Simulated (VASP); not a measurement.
A run of VASP 6.6.1 is set up as follows.

INCAR

```
  ALGO = Normal
  EDIFF = 1E-6
  ENCUT = 500
  GGA = PE
  GGA_COMPAT = F
  ISIF = 2
  ISMEAR = 0
  LASPH = T
  LCHARG = F
  LREAL = F
  LWAVE = F
  NBANDS = 17
  NELM = 120
  PREC = Accurate
  SIGMA = 0.01
```

The input KPOINTS:

```
k-points
0
Gamma
  4 4 4
```

The input POSCAR:

```
PbSe
1.0
    0.0000000000      3.0696893639      3.0696893639
    3.0696893639      0.0000000000      3.0696893639
    3.0696893639      3.0696893639      0.0000000000
Pb Se
1 1
Direct
    0.0000000000      0.0000000000      0.0000000000
    0.5000000000      0.5000000000      0.5000000000
```

Potentials or basis: VASP PAW PBE potentials, release 64 (Pb_d, Se).

Launch:

```sh
$ cat potpaw_PBE.64/Pb_d/POTCAR potpaw_PBE.64/Se/POTCAR > POTCAR
$ mpirun -np 1 vasp_std > vasp.out
```

**Question.** Estimate the pressure.

**Answer.** 1.9 GPa.

**Question.** Predict the band gap on the k mesh.

**Answer.** 0.32 eV, direct.

Caveat: the k points lie up to 0.44 Å⁻¹ apart; spin-orbit coupling is left out, which moves the levels of the heavy elements. A k mesh can miss the band edges.
